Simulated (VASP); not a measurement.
# RbCd (CsCl type) (Pm-3m) in VASP: a series of runs, part 2 of 2

VASP 6.6.1. Earlier steps stand in the parts before.

## 4. Relaxation of cell and atoms, PBE

INCAR

```
ALGO     = Normal         # electronic algorithm
EDIFF    = 1E-6           # SCF threshold, eV
EDIFFG   = -0.005         # ionic threshold
ENCUT    = 600            # plane-wave cutoff, eV
GGA      = PE             # functional
IBRION   = 2              # ionic algorithm
ISIF     = 3              # what is computed and relaxed
ISMEAR   = -1             # smearing method
LASPH    = T              # aspherical terms in the spheres
LCHARG   = F              # write CHGCAR
LREAL    = F              # projectors in reciprocal space
LWAVE    = F              # write WAVECAR
NELM     = 80             # most SCF steps
NSW      = 32             # ionic steps
PREC     = Accurate       # precision mode
SIGMA    = 0.05           # smearing width, eV
```

KPOINTS

```
k-points
0
Gamma
  9 9 9
```

POSCAR

```
RbCd
1.0
    4.5683629778      0.0000000000      0.0000000000
    0.0000000000      4.5683629778      0.0000000000
    0.0000000000      0.0000000000      4.5683629778
Rb Cd
1 1
Direct
    0.0000000000      0.0000000000      0.0000000000
    0.5000000000      0.5000000000      0.5000000000
```

The run is started by

```
cat potpaw_PBE.64/Rb_sv/POTCAR potpaw_PBE.64/Cd/POTCAR > POTCAR
mpirun -np 1 vasp_std > vasp.out
```

Run time: 1.7 min. Hardware: 1 thread of Intel Xeon 8259CL, shared host; peak memory 0.25 GiB.

Results (log left out):

| Property | Result |
| --- | --- |
| Free energy | -1.6303 eV |
| Relaxed volume | 47.34 Å³/atom |
| Relaxed cell | a = 4.558 Å, b = 4.558 Å, c = 4.558 Å, α = 90.00°, β = 90.00°, γ = 90.00° |
| Space group after relaxing (to 0.1 Å) | Pm-3m (No. 221) |
| Energy gained by relaxing | 0.1 meV/atom |
| Ionic steps | 4 |
| Pressure after relaxing | 0.0 GPa |
| Band gap on the k mesh | zero (an odd number of electrons rules out a gap without spin polarisation) |

Step by step:
| step | energy change (eV) | largest force (eV/Å) | pressure (GPa) | volume (Å³) |
| --- | --- | --- | --- | --- |
| 1 | 0.0000 | 0.0000 | -0.05 | 95.34 |
| 2 | -0.0001 | 0.0000 | -0.04 | 95.13 |
| 3 | -0.0001 | 0.0000 | 0.02 | 94.48 |
| 4 | -0.0001 | 0.0000 | -0.01 | 94.68 |

Final structure:
```
Rb Cd
1.0
     4.55776    0.00000    0.00000
     0.00000    4.55776    0.00000
     0.00000    0.00000    4.55776
Rb Cd
1 1
Direct
  0.00000 0.00000 0.00000
  0.50000 0.50000 0.50000
```

Levels at points of the mesh, in eV from the Fermi level:
| k point | band 7 | band 8 | band 9 | band 10 | band 11 | band 12 | band 13 | band 14 |
| --- | --- | --- | --- | --- | --- | --- | --- | --- |
| (0.00, 0.00, 0.00) | -8.86 | -8.86 | -8.86 | -4.63 | 2.56 | 2.56 | 3.11 | 3.11 |

## 5. Relaxation of cell and atoms, PBE

This run uses another cell than the first one, of 53.17 Å³/atom.

INCAR

```
SYSTEM = RbCd
PREC = Accurate
ENCUT = 600
EDIFF = 1E-6
ISMEAR = -1
SIGMA = 0.05
LREAL = .False.
LASPH = .True.
NELM = 60
ALGO = Normal
ISIF = 3
LWAVE = .False.
LCHARG = .False.
GGA = PE
IBRION = 2
NSW = 70
EDIFFG = -0.005
```

KPOINTS

```
regular mesh
0
Gamma
  9 9 9
  0 0 0
```

POSCAR

```
RbCd
1.0
    4.7375526364      0.0000000000      0.0000000000
    0.0000000000      4.7375526364      0.0000000000
    0.0000000000      0.0000000000      4.7375526364
Rb Cd
1 1
Direct
    0.0000000000      0.0000000000      0.0000000000
    0.5000000000      0.5000000000      0.5000000000
```

Potentials or basis: VASP PAW PBE potentials, release 64 (Rb_sv, Cd).

The run is started by

```
cat potpaw_PBE.64/Rb_sv/POTCAR potpaw_PBE.64/Cd/POTCAR > POTCAR
mpirun -np 1 vasp_std > vasp.out
```

OUTCAR:

```text
SYSTEM = RbCd
   PREC = Accurate
   ENCUT = 600
   EDIFF = 1E-6
   ISMEAR = -1
   LREAL = .False.
   LASPH = .True.
   NELM = 60
   ISIF = 3
   GGA = PE
   IBRION = 2
   NSW = 70
   EDIFFG = -0.005

 ion  position               nearest neighbor table
   1  0.000  0.000  0.000-   2 4.10   2 4.10   2 4.10   2 4.10   2 4.10   2 4.10   2 4.10   2 4.10

   2  0.500  0.500  0.500-   1 4.10   1 4.10   1 4.10   1 4.10   1 4.10   1 4.10   1 4.10   1 4.10

  LATTYP: Found a simple cubic cell.
 ALAT       =     4.7375526364

  Lattice vectors:

 A1 = (   4.7375526364,   0.0000000000,   0.0000000000)
 A2 = (   0.0000000000,   4.7375526364,   0.0000000000)
 A3 = (   0.0000000000,   0.0000000000,   4.7375526364)

Analysis of symmetry for initial positions (statically):
=====================================================================
 Subroutine PRICEL returns:
[... 298 lines left out ...]
  band No.  band energies     occupation
      1     -27.4905      2.00000
      2     -11.5456      2.00000
      3     -11.5456      2.00000
      4     -11.5456      2.00000
      5      -8.1461      2.00000
      6      -8.1461      2.00000
      7      -8.1007      2.00000
      8      -8.1007      2.00000
      9      -8.1007      2.00000
     10      -3.8671      2.00000
     11       3.3187      0.00000
     12       3.3187      0.00000
     13       3.8770      0.00000
     14       3.8770      0.00000
[... 377 lines left out ...]
      1     -27.4802      2.00000
      2     -11.6787      2.00000
      3     -11.6411      2.00000
      4     -11.5391      2.00000
      5      -8.1319      2.00000
      6      -8.1149      2.00000
      7      -8.1142      2.00000
      8      -8.1127      2.00000
      9      -8.0707      2.00000
     10      -2.3010      2.00000
     11       0.5869      1.94090
     12       1.4850      0.00000
     13       3.5410      0.00000
     14       3.7631      0.00000

 [... further k-points ...]
[... 5 lines left out ...]
  --------------------------------------------------------------------------------------
  -------------------------------------------------------------------------------------
  Total        0.0095666      0.0095666      0.0095666      0.0000000     -0.0000000     -0.0000000
  in kB        0.1621479      0.1621479      0.1621479      0.0000000     -0.0000000     -0.0000000
  external PRESSURE =       0.1621479 kB  Pullay stress =       0.0000000 kB
[... 17 lines left out ...]
  FREE ENERGIE OF THE ION-ELECTRON SYSTEM (eV)
  ---------------------------------------------------
  free  energy   TOTEN  =        -1.6319871779 eV

  energy  without entropy=       -1.6173756233  energy(sigma->0) =       -1.62468140

 reached required accuracy - stopping structural energy minimisation
```

CONTCAR:

```text
RbCd
   1.00000000000000
     4.5553143247156349   -0.0000000000000000   -0.0000000000000000
     0.0000000000000000    4.5553143247156349    0.0000000000000000
     0.0000000000000000    0.0000000000000000    4.5553143247156349
  Rb              Cd
     1     1
Direct
     0.0000000000000000    0.0000000000000000    0.0000000000000000
     0.5000000000000000    0.5000000000000000    0.5000000000000000

  0.00000000E+00  0.00000000E+00  0.00000000E+00
  0.00000000E+00  0.00000000E+00  0.00000000E+00
```

It took 3.9 min on 1 thread of Intel Xeon 8259CL, shared host; peak memory 0.3 GiB.

What came out:

* Free energy: -1.6320 eV
* Relaxed volume: 47.26 Å³/atom
* Relaxed cell: a = 4.555 Å, b = 4.555 Å, c = 4.555 Å, α = 90.00°, β = 90.00°, γ = 90.00°
* Space group after relaxing (to 0.1 Å): Pm-3m (No. 221)
* Energy gained by relaxing: 12.9 meV/atom
* Ionic steps: 4
* Pressure after relaxing: 0.0 GPa
* Band gap on the k mesh: zero (an odd number of electrons rules out a gap without spin polarisation)

Step by step:
| step | energy change (eV) | largest force (eV/Å) | pressure (GPa) | volume (Å³) |
| --- | --- | --- | --- | --- |
| 1 | 0.0000 | 0.0000 | -0.64 | 106.33 |
| 2 | -0.0115 | 0.0000 | -0.50 | 103.11 |
| 3 | -0.0250 | 0.0000 | -0.13 | 96.57 |
| 4 | -0.0258 | 0.0000 | 0.02 | 94.53 |

Final structure:
```
CELL_PARAMETERS angstrom
4.55531 0.00000 0.00000
0.00000 4.55531 0.00000
0.00000 0.00000 4.55531
ATOMIC_POSITIONS crystal
Rb 0.00000 0.00000 0.00000
Cd 0.50000 0.50000 0.50000
```

## 6. The runs side by side

```tsv
task	cell	cutoff (eV)	gap on the mesh (eV)	pressure (GPa)	relaxed volume (Å³/atom)
single point	a = 4.568 Å, 2 atoms	520	none	0.0	-
relaxation of cell and atoms	relaxed from a = 4.568 Å, 2 atoms	600	none	0.0	47.34
relaxation of cell and atoms	relaxed from a = 4.738 Å, 2 atoms	600	none	0.0	47.26
```

Alike in all rows: level PBE; potentials or basis VASP PAW PBE potentials, release 64 (Rb_sv, Cd); no spin polarisation; k mesh 9 × 9 × 9; smearing fermi-dirac 0.05 eV.

Total energies depend on the potentials used, so only differences within one code and one set of settings carry meaning.
